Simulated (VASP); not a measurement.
A run of VASP 6.6.1:

The input INCAR:

```
ALGO = Normal
EDIFF = 1E-6
ENCUT = 500
GGA = PS
GGA_COMPAT = False
ISIF = 2
ISMEAR = 0
LASPH = True
LCHARG = False
LREAL = False
LWAVE = False
NBANDS = 13
NELM = 120
PREC = Accurate
SIGMA = 0.1
```

Contents of KPOINTS:

```
k-points
0
Gamma
  16 16 16
```

POSCAR

```
Pb
1.0
    0.0000000000      2.4219642715      2.4219642715
    2.4219642715      0.0000000000      2.4219642715
    2.4219642715      2.4219642715      0.0000000000
Pb
1
Direct
    0.0000000000      0.0000000000      0.0000000000
```

Potentials or basis: VASP PAW PBE potentials, release 64 (Pb_d).

The run is started by

```bash
$ cat potpaw_PBE.64/Pb_d/POTCAR > POTCAR
$ mpirun -np 1 vasp_std > vasp.out
```

Hardware: 1 thread of Intel(R) Xeon(R) 6975P-C (Granite Rapids), on a shared host.

Task: Estimate the wall time of this run.

Result: Run time: 17 s on 1 thread of Intel(R) Xeon(R) 6975P-C (Granite Rapids), on a shared host, peak memory 0.19 GiB. Counts: scf iterations 10, k points 145.
